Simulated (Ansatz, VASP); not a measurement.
**One calculation of Ir, two programs**

```
Ir
1.0
    -1.67826    1.67826    1.32866
     1.67826   -1.67826    1.32866
     1.67826    1.67826   -1.32866
Ir
1
Direct
  0.00000 0.00000 0.00000
```

Alike in both runs: task relaxation of cell and atoms; functional PBE; k mesh 26 × 26 × 26; occupations gaussian, width 0.1 eV; no spin polarisation.

|  | VASP | Ansatz |
| --- | --- | --- |
| version | VASP 6.6.1 | Ansatz 0.2.0 |
| potentials or method | VASP PAW PBE potentials, release 64 (Ir), cutoff 600 eV | scalar-relativistic, plane waves, PAW |
| valence electrons in the cell | 9 | 17 |

|  | VASP | Ansatz | Ansatz less VASP |
| --- | --- | --- | --- |
| gap on the k mesh at the Fermi level, each at its own relaxed structure (eV) | none | none | - |
| relaxed volume (Å³/atom) | 14.99 | 14.97 | -0.023 |
| relaxed cell length with the largest relative difference (Å) | 2.720 | 2.719 | -0.0013 |

A gap of «none» marks a metal or a gap that the smearing closes. VASP's potentials hold 9 valence electrons a cell and Ansatz's 17, so a difference there can come from the potentials and not from the codes.

Spin-orbit coupling is off throughout.
